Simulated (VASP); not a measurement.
# Ca7S8 (a cell with a defect) in VASP: single point with PBEsol

Aim: the single point of Ca7S8 (a cell with a defect) with PBEsol.

Program: VASP 6.6.1. These are calculated values, not measurements. Logs are shortened: lines on timing, memory, paths and dates and some standing lists are left out, and cuts for length are marked.

## (1) The cell of the first run

The cell holds a defect, 15 atoms: a = 7.968 Å, b = 7.968 Å, c = 7.968 Å, α = 60.00°, β = 60.00°, γ = 60.00°.

## (2) Single point, PBEsol

Input file INCAR:

```
PREC = Accurate
ENCUT = 520
EDIFF = 1E-6
ISMEAR = 0
SIGMA = 0.05
LREAL = Auto
LASPH = True
NELM = 80
ALGO = Normal
ISIF = 2
LWAVE = False
LCHARG = True
GGA = PS
LELF = True
LVHAR = True
NELECT = 120.0
NBANDS = 72
```

Input file KPOINTS:

```
Automatic mesh
0
Gamma
  4 4 4
```

Input file POSCAR:

```
Ca7S8
1.0
    0.0000000000      5.6343722939     -5.6343722939
    5.6343722939      5.6343722939      0.0000000000
    5.6343722939      0.0000000000     -5.6343722939
Ca S
7 8
Direct
    0.0000000000      0.5000000000      0.5000000000
    0.5000000000      0.0000000000      0.5000000000
    0.5000000000      0.5000000000      0.5000000000
    0.0000000000      0.0000000000      1.0000000000
    0.0000000000      0.5000000000      1.0000000000
    0.5000000000      0.0000000000      1.0000000000
    0.5000000000      0.5000000000      1.0000000000
    0.2548184965      0.7451815035      0.2451815035
    0.2548184965      0.2548184965      0.2451815035
    0.7500000000      0.7500000000      0.2500000000
    0.7451815035      0.2548184965      0.2451815035
    0.2548184965      0.7451815035      0.7548184965
    0.2500000000      0.2500000000      0.7500000000
    0.7451815035      0.7451815035      0.7548184965
    0.7451815035      0.2548184965      0.7548184965
```

Potentials or basis: VASP PAW PBE potentials, release 64 (Ca_sv, S).

On the command line:

```
$ cat potpaw_PBE.64/Ca_sv/POTCAR potpaw_PBE.64/S/POTCAR > POTCAR
$ mpirun -np 1 vasp_std > vasp.out
```

OUTCAR:

```text
PREC = Accurate
   ENCUT = 520
   EDIFF = 1E-6
   ISMEAR = 0
   LREAL = Auto
   LASPH = True
   NELM = 80
   ISIF = 2
   GGA = PS
   NELECT = 120.0

 ion  position               nearest neighbor table
   1  0.000  0.500  0.500-  10 2.82  13 2.82   8 2.82   9 2.82  14 2.82  15 2.82
   2  0.500  0.000  0.500-  10 2.82  13 2.82  11 2.82  12 2.82   9 2.82  14 2.82
   3  0.500  0.500  0.500-  10 2.82  13 2.82  11 2.82  12 2.82   8 2.82  15 2.82
   4  0.000  0.000  0.000-  10 2.82  13 2.82  11 2.82  12 2.82   8 2.82  15 2.82
   5  0.000  0.500  0.000-  10 2.82  13 2.82  11 2.82  12 2.82   9 2.82  14 2.82
   6  0.500  0.000  0.000-  10 2.82  13 2.82   8 2.82   9 2.82  14 2.82  15 2.82
   7  0.500  0.500  0.000-   8 2.76   9 2.76  11 2.76  12 2.76  14 2.76  15 2.76
   8  0.255  0.745  0.245-   7 2.76   3 2.82   4 2.82   6 2.82   1 2.82
   9  0.255  0.255  0.245-   7 2.76   2 2.82   5 2.82   6 2.82   1 2.82
  10  0.750  0.750  0.250-   1 2.82   2 2.82   3 2.82   4 2.82   5 2.82   6 2.82
  11  0.745  0.255  0.245-   7 2.76   3 2.82   4 2.82   5 2.82   2 2.82
  12  0.255  0.745  0.755-   7 2.76   3 2.82   4 2.82   5 2.82   2 2.82
  13  0.250  0.250  0.750-   1 2.82   2 2.82   3 2.82   4 2.82   5 2.82   6 2.82
  14  0.745  0.745  0.755-   7 2.76   2 2.82   5 2.82   6 2.82   1 2.82
  15  0.745  0.255  0.755-   7 2.76   3 2.82   4 2.82   6 2.82   1 2.82

  LATTYP: Found a face centered cubic cell.
 ALAT       =    11.2687445878

  Lattice vectors:

 A1 = (   0.0000000000,   5.6343722939,  -5.6343722939)
 A2 = (   5.6343722939,   5.6343722939,   0.0000000000)
 A3 = (   5.6343722939,   0.0000000000,  -5.6343722939)

Analysis of symmetry for initial positions (statically):
=====================================================================
 Subroutine PRICEL returns:
 Original cell was already a primitive cell.

 Routine SETGRP: Setting up the symmetry group for a
 face centered cubic supercell.

 Subroutine GETGRP returns: Found 48 space group operations
 (whereof  8 operations were pure point group operations)
 out of a pool of 48 trial point group operations.

The static configuration has the point symmetry D_2h.
 The point group associated with its full space group is O_h .

Analysis of symmetry for dynamics (positions and initial velocities):
=====================================================================
 Subroutine PRICEL returns:
 Original cell was already a primitive cell.

 Routine SETGRP: Setting up the symmetry group for a
 face centered cubic supercell.

 Subroutine GETGRP returns: Found 48 space group operations
 (whereof  8 operations were pure point group operations)
 out of a pool of 48 trial point group operations.

The dynamic configuration has the point symmetry D_2h.
 The point group associated with its full space group is O_h .

 Subroutine INISYM returns: Found 48 space group operations
 (whereof  8 operations are pure point group operations),
 and found     1 'primitive' translations

----------------------------------------------------------------------------------------

                                     Primitive cell

  volume of cell :     357.7393

  direct lattice vectors                    reciprocal lattice vectors
     0.000000000  5.634372294 -5.634372294    -0.088741030  0.088741030 -0.088741030
     5.634372294  5.634372294  0.000000000     0.088741030  0.088741030  0.088741030
     5.634372294  0.000000000 -5.634372294     0.088741030 -0.088741030 -0.088741030

  length of vectors
     7.968205713  7.968205713  7.968205713     0.153703972  0.153703972  0.153703972

  position of ions in fractional coordinates (direct lattice)
     0.000000000  0.500000000  0.500000000
     0.500000000  0.000000000  0.500000000
     0.500000000  0.500000000  0.500000000
     0.000000000  0.000000000  0.000000000
     0.000000000  0.500000000  0.000000000
     0.500000000  0.000000000  0.000000000
     0.500000000  0.500000000  0.000000000
     0.254818497  0.745181503  0.245181503
     0.254818497  0.254818497  0.245181503
     0.750000000  0.750000000  0.250000000
     0.745181503  0.254818497  0.245181503
     0.254818497  0.745181503  0.754818497
     0.250000000  0.250000000  0.750000000
     0.745181503  0.745181503  0.754818497
     0.745181503  0.254818497  0.754818497

  ion indices of the primitive-cell ions
   primitive index   ion index
                 1           1
                 2           2
                 3           3
                 4           4
                 5           5
                 6           6
                 7           7
                 8           8
                 9           9
                10          10
                11          11
                12          12
                13          13
                14          14
                15          15

----------------------------------------------------------------------------------------

 KPOINTS: Automatic mesh

Automatic generation of k-mesh.
 Grid dimensions read from file:
 generate k-points for:    4    4    4

 Generating k-lattice:

  Cartesian coordinates                     Fractional coordinates (reciprocal lattice)
    -0.022185257  0.022185257 -0.022185257     0.250000000  0.000000000  0.000000000
     0.022185257  0.022185257  0.022185257     0.000000000  0.250000000  0.000000000
     0.022185257 -0.022185257 -0.022185257     0.000000000  0.000000000  0.250000000

  Length of vectors
     0.038425993  0.038425993  0.038425993

  Shift w.r.t. Gamma in fractional coordinates (k-lattice)
     0.000000000  0.000000000  0.000000000

 Subroutine IBZKPT returns following result:
 ===========================================

 Found      8 irreducible k-points:

 Following reciprocal coordinates:
            Coordinates               Weight
  0.000000  0.000000  0.000000      1.000000
  0.250000  0.000000  0.000000      8.000000
  0.500000  0.000000  0.000000      4.000000
  0.250000  0.250000  0.000000      6.000000
  0.500000  0.250000  0.000000     24.000000
 -0.250000  0.250000  0.000000     12.000000
  0.500000  0.500000  0.000000      3.000000
 -0.250000  0.500000  0.250000      6.000000
   k-points           NKPTS =      8   k-points in BZ     NKDIM =      8   number of bands    NBANDS=     72
   number of dos      NEDOS =    301   number of ions     NIONS =     15
   total plane-waves  NPLWV = 216000
   dimension x,y,z NGX =    60 NGY =   60 NGZ =   60
   dimension x,y,z NGXF=   120 NGYF=  120 NGZF=  120
   ions per type =               7   8
   NGX,Y,Z   is equivalent  to a cutoff of  12.52, 12.52, 12.52 a.u.
   NGXF,Y,Z  is equivalent  to a cutoff of  25.04, 25.04, 25.04 a.u.
 SYSTEM =  unknown system
   PREC   = accura    normal or accurate (medium, high low for compatibility)
   ISTART =      0    job   : 0-new  1-cont  2-samecut
   ICHARG =      2    charge: 1-file 2-atom 10-const
   ISPIN  =      1    spin polarized calculation?
   LNONCOLLINEAR =      F non collinear calculations
   LSORBIT =      F    spin-orbit coupling
   LASPH  =      T    aspherical Exc in radial PAW
   ENCUT  =  520.0 eV  38.22 Ry    6.18 a.u.  14.82 14.82 14.82*2*pi/ulx,y,z
   NELM   =     80;   NELMIN=  2; NELMDL= -5     # of ELM steps
   EDIFF  = 0.1E-05   stopping-criterion for ELM
   LREAL  =      T    real-space projection
   EDIFFG = 0.1E-04   stopping-criterion for IOM
   NSW    =      0    number of steps for IOM
   IBRION =     -1    ionic relax: 0-MD 1-quasi-New 2-CG
   NFREE  =      0    steps in history (QN), initial steepest desc. (CG)
   ISIF   =      2    stress and relaxation
   ISYM   =      2    0-nonsym 1-usesym 2-fastsym
   POTIM  = 0.5000    time-step for ionic-motion
   TEBEG  =    0.0;   TEEND  =   0.0 temperature during run
   PSTRESS=    0.0 pullay stress
   NELECT =     120.0000    total number of electrons
   NUPDOWN=      -1.0000    fix difference up-down
   EMIN   =  10.00;   EMAX   =-10.00  energy-range for DOS
   EFERMI =   0.00;   METHOD = LEGACY
   ISMEAR =     0;   SIGMA  =   0.05  broadening in eV -4-tet -1-fermi 0-gaus
   EFERMI_NEDOS =   21; number of points for ismear=-14 and -15
   IALGO  =     38    algorithm
   IMIX   =      4    mixing-type and parameters
     AMIX     =   0.40;   BMIX     =  1.00
     AMIX_MAG =   1.60;   BMIX_MAG =  1.00
  volume/ion in A,a.u.               =      23.85       160.94
  Fermi-wavevector in a.u.,A,eV,Ry     =   1.137487  2.149538 17.604255  1.293876
  Thomas-Fermi vector in A             =   2.274192
   LORBIT       =      0    0 simple, 1 ext, 2 COOP (PROOUT), +10 PAW based schemes
   GGA     = PS    functional components
   LHFCALC =     F    Hartree Fock is set to
   AEXX    =    0.0000 exact exchange contribution
   IVDW    =     0    specifies the selected vdW correction
   LEPSILON=     F    determine dielectric tensor
   LRPA    =     F    only Hartree local field effects (RPA)
 non-spin polarized calculation
 Gauss-broadening in eV      SIGMA  =   0.05
  energy-cutoff  :      520.00
  volume of cell :      357.74
 maximum number of plane-waves:      9684
   NGX = 29   NGY = 29   NGZ = 29

 number of electron     119.9999991 magnetization

 Free energy of the ion-electron system (eV)
  ---------------------------------------------------
  ext. energy  EPLUGINS =         0.00000000
  ---------------------------------------------------
  free energy    TOTEN  =       -73.25887144 eV

  energy without entropy =      -73.25887144  energy(sigma->0) =      -73.25887144

 E-fermi :   2.7929     XC(G=0):  -9.4003

 val. band max:        2.5521800529   @ k =   0.0000   0.0000   0.0000
 cond. band min:       4.5668910582   @ k =   0.0000   0.0000   0.0000
 fundamental gap:      2.0147110053
 Fermi energy:         2.7929363594

 k-point     1 :       0.0000    0.0000    0.0000
  band No.  band energies     occupation
      1     -36.8740      2.00000
      2     -36.8644      2.00000
      3     -36.8644      2.00000
      4     -36.8644      2.00000
      5     -36.8601      2.00000
      6     -36.8601      2.00000
[... 64 lines left out ...]
     71       7.5950      0.00000
     72       7.5954      0.00000

 k-point     2 :       0.2500    0.0000    0.0000
  band No.  band energies     occupation
      1     -36.8726      2.00000
      2     -36.8658      2.00000
      3     -36.8638      2.00000
      4     -36.8638      2.00000
      5     -36.8607      2.00000
      6     -36.8607      2.00000
[... 64 lines left out ...]
     71       7.3810      0.00000
     72       7.4292      0.00000

 k-point     3 :       0.5000    0.0000    0.0000
  band No.  band energies     occupation
      1     -36.8692      2.00000
      2     -36.8692      2.00000
      3     -36.8622      2.00000
      4     -36.8622      2.00000
      5     -36.8622      2.00000
      6     -36.8622      2.00000
[... 364 lines left out ...]
     71       7.2889      0.00000
     72       7.4931      0.00000

 k-point     8 :      -0.2500    0.5000    0.2500
  band No.  band energies     occupation
      1     -36.8678      2.00000
      2     -36.8678      2.00000
      3     -36.8646      2.00000
      4     -36.8646      2.00000
      5     -36.8613      2.00000
      6     -36.8613      2.00000
[... 64 lines left out ...]
     71       7.3419      0.00000
     72       7.3987      0.00000

------------------------ aborting loop because EDIFF is reached ----------------------------------------

  FORCE on cell =-STRESS in cart. coord.  units (eV):
  Direction    XX          YY          ZZ          XY          YZ          ZX
  --------------------------------------------------------------------------------------
  -------------------------------------------------------------------------------------
  Total       12.4593538     12.4593538     12.4593538      0.0000000     -0.0000000     -0.0000000
  in kB       55.8006792     55.8006792     55.8006792      0.0000000     -0.0000000     -0.0000000
  external PRESSURE =      55.8006792 kB  Pullay stress =       0.0000000 kB

 VOLUME and BASIS-vectors are now :
 -----------------------------------------------------------------------------
  energy-cutoff  :      520.00
  volume of cell :      357.74
      direct lattice vectors                 reciprocal lattice vectors
     0.000000000  5.634372294 -5.634372294    -0.088741030  0.088741030 -0.088741030
     5.634372294  5.634372294  0.000000000     0.088741030  0.088741030  0.088741030
     5.634372294  0.000000000 -5.634372294     0.088741030 -0.088741030 -0.088741030

 POSITION                                       TOTAL-FORCE (eV/Angst)
 -----------------------------------------------------------------------------------
      5.63437      2.81719     -2.81719        -0.000000     -0.000000      0.000000
      2.81719      2.81719     -5.63437         0.000000     -0.000000      0.000000
      5.63437      5.63437     -5.63437        -0.000000      0.000000      0.000000
      0.00000      0.00000      0.00000         0.000000      0.000000      0.000000
      2.81719      2.81719      0.00000        -0.000000     -0.000000      0.000000
      0.00000      2.81719     -2.81719         0.000000      0.000000      0.000000
      2.81719      5.63437     -2.81719         0.000000     -0.000000      0.000000
      5.58007      5.63437     -2.81719         0.014323      0.000000      0.000000
      2.81719      2.87148     -2.81719         0.000000     -0.014323      0.000000
      5.63437      8.45156     -5.63437         0.000000      0.000000      0.000000
      2.81719      5.63437     -5.58007         0.000000      0.000000     -0.014323
      8.45156      5.63437     -5.68867         0.000000      0.000000      0.014323
      5.63437      2.81719     -5.63437        -0.000000     -0.000000     -0.000000
      8.45156      8.39726     -8.45156         0.000000      0.014323      0.000000
      5.68867      5.63437     -8.45156        -0.014323      0.000000      0.000000
 -----------------------------------------------------------------------------------
    total drift:                               -0.000000     -0.000000      0.000000

  FREE ENERGIE OF THE ION-ELECTRON SYSTEM (eV)
  ---------------------------------------------------
  free  energy   TOTEN  =       -73.2588714372 eV

  energy  without entropy=      -73.2588714372  energy(sigma->0) =      -73.25887144
```

It took 3.5 min on 1 thread of Intel Xeon Platinum 8559C (Emerald Rapids), shared host; peak memory 0.53 GiB.

Results:

- Free energy: -73.2589 eV
- Largest force: 0.014 eV/Å

Forces on the atoms (eV/Å):
```
Ca   0.000  0.000  0.000
Ca   0.000  0.000  0.000
Ca   0.000  0.000  0.000
Ca   0.000  0.000  0.000
Ca   0.000  0.000  0.000
Ca   0.000  0.000  0.000
Ca   0.000  0.000  0.000
S    0.014  0.000  0.000
S    0.000 -0.014  0.000
S    0.000  0.000  0.000
S    0.000  0.000 -0.014
S    0.000  0.000  0.014
S    0.000  0.000  0.000
S    0.000  0.014  0.000
S   -0.014  0.000  0.000
```

Caveat: the cell carries a net charge on a neutralising background, which shifts energy and pressure; the cell is charged against a uniform background, so pressure and absolute levels hang on convention; the PAW data sets were made with another functional, which shifts forces and pressure a little.
